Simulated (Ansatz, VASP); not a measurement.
Sb: VASP beside Ansatz

File POSCAR:

```
Sb
1.0
    2.1564921131      1.2450513020      3.7499488168
   -2.1564921131      1.2450513020      3.7499488168
    0.0000000000     -2.4901026040      3.7499488168
Sb
2
Direct
    0.2336185135      0.2336185135      0.2336185135
    0.7663814865      0.7663814865      0.7663814865
```

File INCAR.step1:

```
PREC = Accurate
ENCUT = 520
ISMEAR = 0
SIGMA = 0.05
LREAL = False
LASPH = True
NELM = 150
MAGMOM = 0 0 0 0 0 0
LSORBIT = True
GGA_COMPAT = False
NBANDS = 22
GGA = PE
ALGO = Normal
EDIFF = 1E-4
LWAVE = True
LCHARG = False
```

INCAR.step2

```
PREC = Accurate
ENCUT = 520
EDIFF = 1E-7
ISMEAR = 0
SIGMA = 0.05
LREAL = False
LASPH = True
NELM = 150
ALGO = Normal
ISIF = 2
LWAVE = False
LCHARG = False
MAGMOM = 0 0 0 0 0 0
LORBIT = 11
LSORBIT = True
GGA_COMPAT = False
LORBMOM = True
METAGGA = R2SCAN
LMIXTAU = True
NBANDS = 22
ISTART = 1
```

File KPOINTS:

```
Automatic mesh
0
Gamma
  8 8 8
```

Input for Ansatz:

```yaml
crystal:
  lattice:
    - [2.1564921131, 1.245051302, 3.7499488168]
    - [-2.1564921131, 1.245051302, 3.7499488168]
    - [0.0, -2.490102604, 3.7499488168]
  atoms:
    - { symbol: Sb, position: [0.2336185135, 0.2336185135, 0.2336185135] }
    - { symbol: Sb, position: [0.7663814865, 0.7663814865, 0.7663814865] }
basis:
  ecutwfc: 500
  ecutrho_ratio: 4
kpoints:
  mp_grid: { grid: [8, 8, 8] }
  band_path:
    path:
      - [[0.0, 0.0, 0.0], [0.5, 0.5, 0.5], [0.7598426, 0.2401574, 0.5]]
      - [[0.5, -0.2401574, 0.2401574], [0.5, 0.0, 0.0], [0.0, 0.0, 0.0], [0.3700787, -0.3700787, 0.0]]
      - [[0.6299213, 0.0, 0.3700787], [0.5, 0.0, 0.5], [0.0, 0.0, 0.0]]
    npoints: 10
hamiltonian:
  xc: r2scan
scf:
  occupations: { method: gaussian, width: 0.05 }
output:
  forces: true
  stress: true
  eigenvalues: true
  populations: true
  eigenstates:
    nscf_kmesh: { grid: [14, 14, 14] }
    de_dk: true
    e_range: [-2.5, 2.5]
  write_density: true
  write_potential: true
  elf: true
  volumetric_format: npy
magnetization:
  noncollinear: true
  spin_orbit: true
```

Alike in both runs: task single point; functional r2SCAN; k mesh 8 × 8 × 8; occupations gaussian, width 0.05 eV; non-collinear spin, spin-orbit coupling.

|  | VASP | Ansatz |
| --- | --- | --- |
| version | VASP 6.6.1 | Ansatz 0.2.0 |
| potentials or method | VASP PAW PBE potentials, release 64 (Sb), cutoff 520 eV | plane waves, PAW |
| valence electrons in the cell | 10 | 30 |

```tsv
	VASP	Ansatz	Ansatz less VASP
pressure (GPa)	1.8	1.7	-0.15
traceless stress, the component that is largest in VASP (GPa)	-0.21	-0.16	+0.050
rms of the force components (eV/Å)	0.020	0.013	-0.0069
net moment per atom (μB)	0.00	0.00	0.000
```

VASP's potentials were made for PBE, not for r2SCAN. Atom by atom the forces differ by 0.033 eV/Å (rms over components). VASP's potentials hold 10 valence electrons a cell and Ansatz's 30, so a difference there can come from the potentials and not from the codes.
